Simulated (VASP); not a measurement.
Wanted: the native input for a VASP 6.6.1 run.

| Property | Result |
| --- | --- |
| Task | single point |
| Functional | RPBE |
| Potentials or basis | VASP PAW PBE potentials, release 64 (Si) |
| Cutoff | 520 eV |
| k mesh | 14 × 14 × 14 |
| Occupations | fermi-dirac, width 0.1 eV |
| Spin | no spin polarisation |
| Dipole correction | no |
| Further INCAR settings | ALGO = Normal; EDIFF = 1e-06; NBANDS = 8 |

The structure of Si lies in POSCAR:

```
Si
1.0
    2.5417508536      0.0000000000      0.0000000000
    0.0000000000      2.5417508536      0.0000000000
    0.0000000000      0.0000000000      2.5417508536
Si
1
Direct
    0.0000000000      0.0000000000      0.0000000000
```

This isn't the form of Si at room conditions, which is diamond.

The input as run:

INCAR

```
ALGO = Normal
EDIFF = 1E-6
ENCUT = 520
GGA = RP
ISIF = 2
ISMEAR = -1
LASPH = T
LCHARG = F
LREAL = F
LWAVE = F
NBANDS = 8
NELM = 60
PREC = Accurate
SIGMA = 0.1
```

KPOINTS

```
k-points
0
Gamma
  14 14 14
```

Potentials or basis: VASP PAW PBE potentials, release 64 (Si).

Launch:

```bash
$ cat potpaw_PBE.64/Si/POTCAR > POTCAR
$ mpirun -np 1 vasp_std > vasp.out
```

It gave:

```json
{
 "Pressure": "0.1 GPa",
 "Band gap on the k mesh": "zero (bands 2 and 3 overlap by 10.21 eV)"
}
```

Caveat: the PAW data sets were made with another functional, which shifts forces and pressure a little.

Run time: 7.2 s on 1 thread of AMD EPYC 7R13 Processor (Zen 3), on a shared host, peak memory 0.09 GiB.
